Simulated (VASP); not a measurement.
# LiCl (Fm-3m) in VASP: notebook

LiCl is run at these levels: LDA, PBEsol+D3(BJ), PBEsol; tasks: relaxation of cell and atoms, single point.

Program: VASP 6.6.1. These are calculated values, not measurements. Logs are shortened: lines on timing, memory, paths and dates and some standing lists are left out, and cuts for length are marked.

## 1. The cell of the first run

Symmetry: Fm-3m, No. 225, cubic system. The conventional cell has a = 5.130 Å, b = 5.130 Å, c = 5.130 Å, α = 90.00°, β = 90.00°, γ = 90.00°. Within 3.4 Å of Cl (site symmetry m-3m) lie 6 Li at 2.56 Å. Within 3.4 Å of Li (site symmetry m-3m) lie 6 Cl at 2.56 Å.

## 2. Relaxation of cell and atoms, LDA

File INCAR:

```
PREC = Accurate
ENCUT = 600
EDIFF = 1E-6
ISMEAR = 0
SIGMA = 0.01
LREAL = F
LASPH = T
NELM = 60
ALGO = Normal
ISIF = 3
LWAVE = F
LCHARG = F
GGA = CA
IBRION = 2
NSW = 60
EDIFFG = -0.01
```

File KPOINTS:

```
regular mesh
0
Gamma
  9 9 9
```

File POSCAR:

```
LiCl
1.0
    0.0000000000      2.5647700000      2.5647700000
    2.5647700000      0.0000000000      2.5647700000
    2.5647700000      2.5647700000      0.0000000000
Cl Li
1 1
Direct
    0.5000000000      0.5000000000      0.5000000000
    0.0000000000      0.0000000000      0.0000000000
```

Potentials or basis: VASP PAW LDA potentials, release 64 (Cl, Li_sv).

Run with:

```
cat potpaw_LDA.64/Cl/POTCAR potpaw_LDA.64/Li_sv/POTCAR > POTCAR
mpirun -np 1 vasp_std > vasp.out
```

OUTCAR:

```text
PREC = Accurate
   ENCUT = 600
   EDIFF = 1E-6
   ISMEAR = 0
   LREAL = F
   LASPH = T
   NELM = 60
   ISIF = 3
   GGA = CA
   IBRION = 2
   NSW = 60
   EDIFFG = -0.01

 ion  position               nearest neighbor table
   1  0.500  0.500  0.500-   2 2.56   2 2.56   2 2.56   2 2.56   2 2.56   2 2.56
   2  0.000  0.000  0.000-   1 2.56   1 2.56   1 2.56   1 2.56   1 2.56   1 2.56

  LATTYP: Found a face centered cubic cell.
 ALAT       =     5.1295400000

  Lattice vectors:

 A1 = (   0.0000000000,   2.5647700000,   2.5647700000)
 A2 = (   2.5647700000,   0.0000000000,   2.5647700000)
 A3 = (   2.5647700000,   2.5647700000,   0.0000000000)

Analysis of symmetry for initial positions (statically):
=====================================================================
 Subroutine PRICEL returns:
 Original cell was already a primitive cell.

 Routine SETGRP: Setting up the symmetry group for a
 face centered cubic supercell.

 Subroutine GETGRP returns: Found 48 space group operations
 (whereof 48 operations were pure point group operations)
 out of a pool of 48 trial point group operations.

The static configuration has the point symmetry O_h .

Analysis of symmetry for dynamics (positions and initial velocities):
=====================================================================
 Subroutine PRICEL returns:
 Original cell was already a primitive cell.

 Routine SETGRP: Setting up the symmetry group for a
 face centered cubic supercell.

 Subroutine GETGRP returns: Found 48 space group operations
 (whereof 48 operations were pure point group operations)
 out of a pool of 48 trial point group operations.

The dynamic configuration has the point symmetry O_h .

 Subroutine INISYM returns: Found 48 space group operations
 (whereof 48 operations are pure point group operations),
 and found     1 'primitive' translations

----------------------------------------------------------------------------------------

                                     Primitive cell

  volume of cell :      33.7423

  direct lattice vectors                    reciprocal lattice vectors
     0.000000000  2.564770000  2.564770000    -0.194949255  0.194949255  0.194949255
     2.564770000  0.000000000  2.564770000     0.194949255 -0.194949255  0.194949255
     2.564770000  2.564770000  0.000000000     0.194949255  0.194949255 -0.194949255

  length of vectors
     3.627132518  3.627132518  3.627132518     0.337662014  0.337662014  0.337662014

  position of ions in fractional coordinates (direct lattice)
     0.500000000  0.500000000  0.500000000
     0.000000000  0.000000000  0.000000000

  ion indices of the primitive-cell ions
   primitive index   ion index
                 1           1
                 2           2

----------------------------------------------------------------------------------------

 KPOINTS: regular mesh

Automatic generation of k-mesh.
 Grid dimensions read from file:
 generate k-points for:    9    9    9

 Generating k-lattice:

  Cartesian coordinates                     Fractional coordinates (reciprocal lattice)
    -0.021661028  0.021661028  0.021661028     0.111111111  0.000000000  0.000000000
     0.021661028 -0.021661028  0.021661028     0.000000000  0.111111111  0.000000000
     0.021661028  0.021661028 -0.021661028     0.000000000  0.000000000  0.111111111

  Length of vectors
     0.037518002  0.037518002  0.037518002

  Shift w.r.t. Gamma in fractional coordinates (k-lattice)
     0.000000000  0.000000000  0.000000000

 Subroutine IBZKPT returns following result:
 ===========================================

 Found     35 irreducible k-points:

 Following reciprocal coordinates:
            Coordinates               Weight
  0.000000  0.000000  0.000000      1.000000
  0.111111  0.000000  0.000000      8.000000
  0.222222  0.000000  0.000000      8.000000
  0.333333  0.000000  0.000000      8.000000
  0.444444  0.000000  0.000000      8.000000
  0.111111  0.111111  0.000000      6.000000
[... 16 lines left out ...]
 -0.333333  0.333333  0.000000     12.000000
  0.444444  0.444444  0.000000      6.000000
 [... further k-points ...]
   k-points           NKPTS =     35   k-points in BZ     NKDIM =     35   number of bands    NBANDS=      9
   number of dos      NEDOS =    301   number of ions     NIONS =      2
   total plane-waves  NPLWV =  27000
   dimension x,y,z NGX =    30 NGY =   30 NGZ =   30
   dimension x,y,z NGXF=    60 NGYF=   60 NGZF=   60
   ions per type =               1   1
   NGX,Y,Z   is equivalent  to a cutoff of  13.75, 13.75, 13.75 a.u.
   NGXF,Y,Z  is equivalent  to a cutoff of  27.50, 27.50, 27.50 a.u.
 SYSTEM =  unknown system
   PREC   = accura    normal or accurate (medium, high low for compatibility)
   ISTART =      0    job   : 0-new  1-cont  2-samecut
   ICHARG =      2    charge: 1-file 2-atom 10-const
   ISPIN  =      1    spin polarized calculation?
   LNONCOLLINEAR =      F non collinear calculations
   LSORBIT =      F    spin-orbit coupling
   LASPH  =      T    aspherical Exc in radial PAW
   ENCUT  =  600.0 eV  44.10 Ry    6.64 a.u.   7.24  7.24  7.24*2*pi/ulx,y,z
   NELM   =     60;   NELMIN=  2; NELMDL= -5     # of ELM steps
   EDIFF  = 0.1E-05   stopping-criterion for ELM
   LREAL  =      F    real-space projection
   EDIFFG = -.1E-01   stopping-criterion for IOM
   NSW    =     60    number of steps for IOM
   IBRION =      2    ionic relax: 0-MD 1-quasi-New 2-CG
   NFREE  =      1    steps in history (QN), initial steepest desc. (CG)
   ISIF   =      3    stress and relaxation
   ISYM   =      2    0-nonsym 1-usesym 2-fastsym
   POTIM  = 0.5000    time-step for ionic-motion
   TEBEG  =    0.0;   TEEND  =   0.0 temperature during run
   PSTRESS=    0.0 pullay stress
   NELECT =      10.0000    total number of electrons
   NUPDOWN=      -1.0000    fix difference up-down
   EMIN   =  10.00;   EMAX   =-10.00  energy-range for DOS
   EFERMI =   0.00;   METHOD = LEGACY
   ISMEAR =     0;   SIGMA  =   0.01  broadening in eV -4-tet -1-fermi 0-gaus
   EFERMI_NEDOS =   21; number of points for ismear=-14 and -15
   IALGO  =     38    algorithm
   IMIX   =      4    mixing-type and parameters
     AMIX     =   0.40;   BMIX     =  1.00
     AMIX_MAG =   1.60;   BMIX_MAG =  1.00
  volume/ion in A,a.u.               =      16.87       113.85
  Fermi-wavevector in a.u.,A,eV,Ry     =   1.091482  2.062601 16.209056  1.191332
  Thomas-Fermi vector in A             =   2.227728
   LORBIT       =      0    0 simple, 1 ext, 2 COOP (PROOUT), +10 PAW based schemes
   GGA     = CA    functional components
   LHFCALC =     F    Hartree Fock is set to
   AEXX    =    0.0000 exact exchange contribution
   IVDW    =     0    specifies the selected vdW correction
   LEPSILON=     F    determine dielectric tensor
   LRPA    =     F    only Hartree local field effects (RPA)
 conjugate gradient relaxation of ions
 non-spin polarized calculation
 Gauss-broadening in eV      SIGMA  =   0.01
  energy-cutoff  :      600.00
  volume of cell :       33.74
 maximum number of plane-waves:      1147
 NGX is ok and might be reduce to    30
   NGX = 15   NGY = 15   NGZ = 15

--------------------------------------- Ionic step        1  -------------------------------------------

 number of electron      10.0000005 magnetization

 Free energy of the ion-electron system (eV)
  ---------------------------------------------------
  ext. energy  EPLUGINS =         0.00000000
  ---------------------------------------------------
  free energy    TOTEN  =        -8.06156865 eV

  energy without entropy =       -8.06156865  energy(sigma->0) =       -8.06156865

------------------------ aborting loop because EDIFF is reached ----------------------------------------

  FORCE on cell =-STRESS in cart. coord.  units (eV):
  Direction    XX          YY          ZZ          XY          YZ          ZX
  --------------------------------------------------------------------------------------
  -------------------------------------------------------------------------------------
  Total       -0.6942127     -0.6942127     -0.6942127      0.0000000     -0.0000000      0.0000000
  in kB      -32.9630860    -32.9630860    -32.9630860      0.0000000     -0.0000000      0.0000000
  external PRESSURE =     -32.9630860 kB  Pullay stress =       0.0000000 kB
[... 93 lines left out ...]
  energy  without entropy=       -8.0978116256  energy(sigma->0) =       -8.09781163

--------------------------------------- Ionic step        4  -------------------------------------------

 number of electron       9.9999998 magnetization

 Free energy of the ion-electron system (eV)
  ---------------------------------------------------
  ext. energy  EPLUGINS =         0.00000000
  ---------------------------------------------------
  free energy    TOTEN  =        -8.09794557 eV

  energy without entropy =       -8.09794557  energy(sigma->0) =       -8.09794557

 E-fermi :   1.4444     XC(G=0):  -9.5989

 val. band max:        1.2720862183   @ k =  -0.1111   0.1111   0.0000
 cond. band min:       7.8371301111   @ k =   0.4444   0.0000   0.0000
 fundamental gap:      6.5650438927
 Fermi energy:         1.4443581067

 k-point     1 :       0.0000    0.0000    0.0000
  band No.  band energies     occupation
      1     -41.0634      2.00000
      2     -12.4425      2.00000
      3       1.2713      2.00000
      4       1.2713      2.00000
      5       1.2713      2.00000
      6       7.9021      0.00000
      7      13.0865      0.00000
      8      13.0865      0.00000
      9      13.0865      0.00000
[... 265 lines left out ...]
 k-point    24 :       0.4444    0.4444    0.0000
  band No.  band energies     occupation
      1     -41.0564      2.00000
      2     -11.4095      2.00000
      3      -2.1168      2.00000
      4      -0.0391      2.00000
      5      -0.0391      2.00000
      6       9.1784      0.00000
      7       9.1884      0.00000
      8      13.9593      0.00000
      9      15.5947      0.00000

 [... further k-points ...]

------------------------ aborting loop because EDIFF is reached ----------------------------------------

  FORCE on cell =-STRESS in cart. coord.  units (eV):
  Direction    XX          YY          ZZ          XY          YZ          ZX
  --------------------------------------------------------------------------------------
  -------------------------------------------------------------------------------------
  Total        0.0034048      0.0034048      0.0034048     -0.0000000     -0.0000000      0.0000000
  in kB        0.1788216      0.1788216      0.1788216     -0.0000000     -0.0000000      0.0000000
  external PRESSURE =       0.1788216 kB  Pullay stress =       0.0000000 kB
[... 17 lines left out ...]
  FREE ENERGIE OF THE ION-ELECTRON SYSTEM (eV)
  ---------------------------------------------------
  free  energy   TOTEN  =        -8.0979455712 eV

  energy  without entropy=       -8.0979455712  energy(sigma->0) =       -8.09794557

 reached required accuracy - stopping structural energy minimisation
```

Run time: 13 s. Hardware: 1 thread of Intel Xeon 6975P-C (Granite Rapids), shared host; peak memory 0.14 GiB.

What came out:

| Property | Result |
| --- | --- |
| Free energy | -8.0979 eV |
| Relaxed volume | 15.25 Å³/atom |
| Relaxed cell | a = 3.507 Å, b = 3.507 Å, c = 3.507 Å, α = 60.00°, β = 60.00°, γ = 60.00° |
| Space group after relaxing (to 0.05 Å) | Fm-3m (No. 225) |
| Energy gained by relaxing | 18.2 meV/atom |
| Ionic steps | 4 |
| Pressure after relaxing | 0.0 GPa |
| Band gap on the k mesh | 6.57 eV, indirect (least direct gap 6.63 eV) |

The path:
```
step  energy change (eV)  largest force (eV/Å)  pressure (GPa)  volume (Å³)
   1              0.0000                0.0000           -3.30        33.74
   2             -0.0271                0.0000           -1.83        32.08
   3             -0.0362                0.0000           -0.24        30.70
   4             -0.0364                0.0000            0.02        30.51
```

Final structure:
```
CELL_PARAMETERS angstrom
0.00000 2.48000 2.48000
2.48000 0.00000 2.48000
2.48000 2.48000 0.00000
ATOMIC_POSITIONS crystal
Cl 0.50000 0.50000 0.50000
Li 0.00000 0.00000 0.00000
```

Levels at points of the mesh, in eV from the valence-band top:
| k point | band 3 | band 4 | band 5 | band 6 | band 7 | band 8 |
| --- | --- | --- | --- | --- | --- | --- |
| (0.00, 0.00, 0.00) | 0.00 | 0.00 | 0.00 | 6.63 | 11.81 | 11.81 |

Caveat: the cutoff is under 1.25 times the usual one of these potentials, so pressure, stress and relaxed cells hold a basis-set (Pulay) error. LDA usually gives volumes a few per cent too small.

[end of part 1 of 2]
